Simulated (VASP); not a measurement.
# HC18F in VASP: single point with PBE+D3(BJ)

Aim: the single point of HC18F with PBE+D3(BJ).

All numbers are computed with VASP 6.6.1; they aren't measurements. Logs are shortened: lines on timing, memory, paths and dates and some standing lists are left out, and cuts for length are marked.

## 1. The cell of the first run

The cell holds a slab with vacuum, 20 atoms: a = 7.398 Å, b = 7.398 Å, c = 11.000 Å, α = 90.00°, β = 90.00°, γ = 120.00°.

## 2. Single point, PBE+D3(BJ)

Input file INCAR:

```
PREC = Accurate ; ENCUT = 910
EDIFF = 1E-6 ; ISMEAR = 0
SIGMA = 0.02 ; LREAL = Auto
LASPH = True ; NELM = 120
ALGO = Normal ; ISIF = 2
LWAVE = False ; LCHARG = False
GGA = PE ; IVDW = 12
NBANDS = 56 ; GGA_COMPAT = False
NELMDL = -8
```

Input file KPOINTS:

```
Automatic mesh
0
Gamma
  2 2 1
```

Input file POSCAR:

```
HC18F
1.0
    7.3980000000      0.0000000000      0.0000000000
   -3.6990000000      6.4068560000      0.0000000000
    0.0000000000      0.0000000000     11.0000000000
C F H
18 1 1
Direct
    0.0159429304      0.0035944307      0.0857002727
    0.2358096621      0.1135311922      0.0856410000
    0.0147012396      0.3345422466      0.0856962727
    0.2367848655      0.4453529157      0.0857200000
    0.0135021082      0.6689504181      0.0856676364
    0.2379316367      0.7813723299      0.0856226364
    0.3480674198      0.0012516279      0.0855061818
    0.5703327396      0.1124056792      0.0854960000
    0.3468828160      0.3356082921      0.0856266364
    0.5714979621      0.4478923828      0.0856040909
    0.3489338375      0.6700782724      0.0858808182
    0.5693404811      0.7802819355      0.0860069091
    0.6804717002      0.0027203671      0.0856268182
    0.9049093646      0.1146916678      0.0856709091
    0.6826278646      0.3369378054      0.0856017273
    0.9024865165      0.4468730060      0.0856950909
    0.6816399033      0.6677223587      0.0856973636
    0.9037188440      0.7789937842      0.0856789091
    0.4909850029      0.7644228308      0.3697530000
    0.4930486273      0.7587741944      0.2844713636
```

Potentials or basis: VASP PAW PBE potentials, release 64 (C_h, F_h, H_h).

Command:

```console
> cat potpaw_PBE.64/C_h/POTCAR potpaw_PBE.64/F_h/POTCAR potpaw_PBE.64/H_h/POTCAR > POTCAR
> mpirun -np 1 vasp_std > vasp.out
```

OUTCAR:

```text
PREC = Accurate
   ENCUT = 910
   EDIFF = 1E-6
   ISMEAR = 0
   LREAL = Auto
   LASPH = True
   NELM = 120
   ISIF = 2
   GGA = PE
   IVDW = 12
   NELMDL = -8
 IVDW          = 12

 ion  position               nearest neighbor table
   1  0.016  0.004  0.086-   2 1.41  14 1.42  18 1.44
   2  0.236  0.114  0.086-   1 1.41   9 1.42   7 1.44
   3  0.015  0.335  0.086-  14 1.41   4 1.42  16 1.44
   4  0.237  0.445  0.086-   9 1.41   3 1.42  11 1.44
   5  0.014  0.669  0.086-  18 1.41  16 1.42   6 1.44
   6  0.238  0.781  0.086-   7 1.41  11 1.42   5 1.44
[... 10 lines left out ...]
  17  0.682  0.668  0.086-  10 1.41  18 1.42  12 1.44
  18  0.904  0.779  0.086-   5 1.41  17 1.42   1 1.44
  19  0.491  0.764  0.370-  20 0.94
  20  0.493  0.759  0.284-  19 0.94

  LATTYP: Found a hexagonal cell.
 ALAT       =     7.3980000000
 C/A-ratio  =     1.4868883482

  Lattice vectors:

 A1 = (   7.3980000000,   0.0000000000,   0.0000000000)
 A2 = (  -3.6990000000,   6.4068560000,   0.0000000000)
 A3 = (   0.0000000000,   0.0000000000,  11.0000000000)

Analysis of symmetry for initial positions (statically):
=====================================================================
 Subroutine PRICEL returns:
 Original cell was already a primitive cell.

 Routine SETGRP: Setting up the symmetry group for a
 hexagonal supercell.

 Subroutine GETGRP returns: Found  1 space group operations
 (whereof  1 operations were pure point group operations)
 out of a pool of 24 trial point group operations.

The static configuration has the point symmetry C_1 .

Analysis of symmetry for dynamics (positions and initial velocities):
=====================================================================
 Subroutine PRICEL returns:
 Original cell was already a primitive cell.

 Routine SETGRP: Setting up the symmetry group for a
 hexagonal supercell.

 Subroutine GETGRP returns: Found  1 space group operations
 (whereof  1 operations were pure point group operations)
 out of a pool of 24 trial point group operations.

The dynamic configuration has the point symmetry C_1 .

 Subroutine INISYM returns: Found  1 space group operations
 (whereof  1 operations are pure point group operations),
 and found     1 'primitive' translations

----------------------------------------------------------------------------------------

                                     Primitive cell

  volume of cell :     521.3771

  direct lattice vectors                    reciprocal lattice vectors
     7.398000000  0.000000000  0.000000000     0.135171668  0.078041398  0.000000000
    -3.699000000  6.406856000  0.000000000     0.000000000  0.156082796  0.000000000
     0.000000000  0.000000000 11.000000000     0.000000000  0.000000000  0.090909091

  length of vectors
     7.398000000  7.398000054 11.000000000     0.156082797  0.156082796  0.090909091

  position of ions in fractional coordinates (direct lattice)
     0.015942930  0.003594431  0.085700273
     0.235809662  0.113531192  0.085641000
     0.014701240  0.334542247  0.085696273
     0.236784865  0.445352916  0.085720000
     0.013502108  0.668950418  0.085667636
     0.237931637  0.781372330  0.085622636
[... 12 lines left out ...]
     0.490985003  0.764422831  0.369753000
     0.493048627  0.758774194  0.284471364

  ion indices of the primitive-cell ions
   primitive index   ion index
                 1           1
                 2           2
                 3           3
                 4           4
                 5           5
                 6           6
[... 12 lines left out ...]
                19          19
                20          20

----------------------------------------------------------------------------------------

 KPOINTS: Automatic mesh

Automatic generation of k-mesh.
 Grid dimensions read from file:
 generate k-points for:    2    2    1

 Generating k-lattice:

  Cartesian coordinates                     Fractional coordinates (reciprocal lattice)
     0.067585834  0.039020699  0.000000000     0.500000000 -0.000000000  0.000000000
     0.000000000  0.078041398  0.000000000     0.000000000  0.500000000  0.000000000
     0.000000000  0.000000000  0.090909091     0.000000000  0.000000000  1.000000000

  Length of vectors
     0.078041399  0.078041398  0.090909091

  Shift w.r.t. Gamma in fractional coordinates (k-lattice)
     0.000000000  0.000000000  0.000000000

 Subroutine IBZKPT returns following result:
 ===========================================

 Found      4 irreducible k-points:

 Following reciprocal coordinates:
            Coordinates               Weight
  0.000000  0.000000  0.000000      1.000000
  0.500000 -0.000000  0.000000      1.000000
  0.000000  0.500000  0.000000      1.000000
  0.500000  0.500000  0.000000      1.000000
   k-points           NKPTS =      4   k-points in BZ     NKDIM =      4   number of bands    NBANDS=     56
   number of dos      NEDOS =    301   number of ions     NIONS =     20
   total plane-waves  NPLWV = 691200
   dimension x,y,z NGX =    80 NGY =   80 NGZ =  108
   dimension x,y,z NGXF=   160 NGYF=  160 NGZF=  216
   ions per type =              18   1   1
   NGX,Y,Z   is equivalent  to a cutoff of  17.98, 17.98, 16.32 a.u.
   NGXF,Y,Z  is equivalent  to a cutoff of  35.95, 35.95, 32.64 a.u.
 SYSTEM =  unknown system
   PREC   = accura    normal or accurate (medium, high low for compatibility)
   ISTART =      0    job   : 0-new  1-cont  2-samecut
   ICHARG =      2    charge: 1-file 2-atom 10-const
   ISPIN  =      1    spin polarized calculation?
   LNONCOLLINEAR =      F non collinear calculations
   LSORBIT =      F    spin-orbit coupling
   LASPH  =      T    aspherical Exc in radial PAW
   ENCUT  =  910.0 eV  66.88 Ry    8.18 a.u.  18.20 18.20 27.06*2*pi/ulx,y,z
   NELM   =    120;   NELMIN=  2; NELMDL= -8     # of ELM steps
   EDIFF  = 0.1E-05   stopping-criterion for ELM
   LREAL  =      T    real-space projection
   EDIFFG = 0.1E-04   stopping-criterion for IOM
   NSW    =      0    number of steps for IOM
[... 5 lines left out ...]
   TEBEG  =    0.0;   TEEND  =   0.0 temperature during run
   PSTRESS=    0.0 pullay stress
   NELECT =      80.0000    total number of electrons
   NUPDOWN=      -1.0000    fix difference up-down
   EMIN   =  10.00;   EMAX   =-10.00  energy-range for DOS
   EFERMI =   0.00;   METHOD = LEGACY
   ISMEAR =     0;   SIGMA  =   0.02  broadening in eV -4-tet -1-fermi 0-gaus
   EFERMI_NEDOS =   21; number of points for ismear=-14 and -15
   IALGO  =     38    algorithm
   IMIX   =      4    mixing-type and parameters
     AMIX     =   0.40;   BMIX     =  1.00
     AMIX_MAG =   1.60;   BMIX_MAG =  1.00
  volume/ion in A,a.u.               =      26.07       175.92
  Fermi-wavevector in a.u.,A,eV,Ry     =   0.876437  1.656226 10.451210  0.768142
  Thomas-Fermi vector in A             =   1.996247
   LORBIT       =      0    0 simple, 1 ext, 2 COOP (PROOUT), +10 PAW based schemes
   GGA     = PE    functional components
   LHFCALC =     F    Hartree Fock is set to
   AEXX    =    0.0000 exact exchange contribution
   IVDW    =    12    specifies the selected vdW correction
   LEPSILON=     F    determine dielectric tensor
   LRPA    =     F    only Hartree local field effects (RPA)
 non-spin polarized calculation
 Gauss-broadening in eV      SIGMA  =   0.02
  energy-cutoff  :      910.00
  volume of cell :      521.38
 maximum number of plane-waves:     32527
 NGX is ok and might be reduce to    80
   NGX = 37   NGY = 37   NGZ = 55

 number of electron      80.0000003 magnetization

 Free energy of the ion-electron system (eV)
  ---------------------------------------------------
  ext. energy  EPLUGINS =         0.00000000
  ---------------------------------------------------
  free energy    TOTEN  =      -173.95382454 eV

  energy without entropy =     -173.95382454  energy(sigma->0) =     -173.95382454

 E-fermi :  -1.5204     XC(G=0):  -4.3234

 val. band max:       -1.6168450684   @ k =   0.0000   0.0000   0.0000
 cond. band min:      -1.4254543387   @ k =   0.0000   0.0000   0.0000
 fundamental gap:      0.1913907297
 Fermi energy:        -1.5203584717

 k-point     1 :       0.0000    0.0000    0.0000
  band No.  band energies     occupation
      1     -26.4256      2.00000
      2     -21.0523      2.00000
      3     -18.5720      2.00000
      4     -18.5246      2.00000
      5     -18.4817      2.00000
      6     -18.4522      2.00000
[... 44 lines left out ...]
     51       4.2439      0.00000
     52       4.8169      0.00000

 k-point     2 :       0.5000   -0.0000    0.0000
  band No.  band energies     occupation
      1     -26.4255      2.00000
      2     -20.4168      2.00000
      3     -20.3807      2.00000
      4     -19.1448      2.00000
      5     -19.0677      2.00000
      6     -16.6617      2.00000
[... 44 lines left out ...]
     51       4.5999      0.00000
     52       4.7808      0.00000

 k-point     3 :       0.0000    0.5000    0.0000
  band No.  band energies     occupation
      1     -26.4255      2.00000
      2     -20.4167      2.00000
      3     -20.3807      2.00000
      4     -19.1529      2.00000
      5     -19.0589      2.00000
      6     -16.6738      2.00000
[... 44 lines left out ...]
     51       4.6032      0.00000
     52       4.7959      0.00000

 k-point     4 :       0.5000    0.5000    0.0000
  band No.  band energies     occupation
      1     -26.4255      2.00000
      2     -20.4169      2.00000
      3     -20.3805      2.00000
      4     -19.1542      2.00000
      5     -19.0575      2.00000
      6     -16.6762      2.00000
[... 44 lines left out ...]
     51       4.6042      0.00000
     52       4.8008      0.00000
 [bands above 52 left out]

------------------------ aborting loop because EDIFF is reached ----------------------------------------

 Edisp (eV)   -1.70099

 E8    (eV) :    -0.5217

  FORCE on cell =-STRESS in cart. coord.  units (eV):
  Direction    XX          YY          ZZ          XY          YZ          ZX
  --------------------------------------------------------------------------------------
  -------------------------------------------------------------------------------------
  Total       0.07250     0.06218    -0.51822     0.01817    -0.00482     0.00164
  in kB       0.22280     0.19107    -1.59246     0.05582    -0.01481     0.00503
  external pressure =       -0.39 kB  Pullay stress =        0.00 kB

 VOLUME and BASIS-vectors are now :
 -----------------------------------------------------------------------------
  energy-cutoff  :      910.00
  volume of cell :      521.38
      direct lattice vectors                 reciprocal lattice vectors
     7.398000000  0.000000000  0.000000000     0.135171668  0.078041398  0.000000000
    -3.699000000  6.406856000  0.000000000     0.000000000  0.156082796  0.000000000
     0.000000000  0.000000000 11.000000000     0.000000000  0.000000000  0.090909091

 POSITION                                       TOTAL-FORCE (eV/Angst)
 -----------------------------------------------------------------------------------
      0.10465      0.02303      0.94270         0.003332     -0.005414     -0.001528
      1.32457      0.72738      0.94205         0.004026     -0.004628      0.000291
     -1.12871      2.14336      0.94266        -0.007136     -0.000385      0.000467
      0.10437      2.85331      0.94292         0.004916      0.010007     -0.001078
     -2.37456      4.28587      0.94234         0.004318      0.006388      0.000287
     -1.13008      5.00614      0.94185        -0.003649     -0.000315      0.000038
[... 12 lines left out ...]
      0.80471      4.89755      4.06728        -0.002835     -0.004871     -0.018429
      0.84087      4.86136      3.12918         0.000627     -0.000152      0.019470
 -----------------------------------------------------------------------------------
    total drift:                               -0.007048     -0.003697     -0.003899

  FREE ENERGIE OF THE ION-ELECTRON SYSTEM (eV)
  ---------------------------------------------------
  free  energy   TOTEN  =      -175.6548140000 eV

  energy  without entropy=     -175.6548140000  energy(sigma->0) =     -175.65481400
```

It took 16 min on 1 thread of Intel Xeon Platinum 8559C (Emerald Rapids), shared host; peak memory 1.3 GiB.

Results:

* Free energy: -175.6548 eV
* Largest force: 0.019 eV/Å
* Band gap on the k mesh: 0.19 eV
* Dispersion energy per atom: -0.085 eV

Forces in eV/Å, atoms in the order of the input:
```
C    0.003 -0.005 -0.002
C    0.004 -0.005  0.000
C   -0.007  0.000  0.000
C    0.005  0.010 -0.001
C    0.004  0.006  0.000
C   -0.004  0.000  0.000
C   -0.010  0.001  0.000
C    0.004  0.007  0.000
C    0.001  0.006  0.000
C   -0.009 -0.001  0.000
C    0.002 -0.007 -0.003
C    0.003 -0.009  0.001
C    0.005  0.006  0.002
C   -0.006  0.000  0.001
C    0.007 -0.005 -0.001
C    0.002 -0.005  0.001
C   -0.005  0.000  0.000
C    0.004  0.005 -0.002
F   -0.003 -0.005 -0.018
H    0.001  0.000  0.019
```

Caveat: the k points lie up to 0.49 Å⁻¹ apart; the cutoff is under 1.25 times the usual one of these potentials, so pressure, stress and relaxed cells hold a basis-set (Pulay) error.
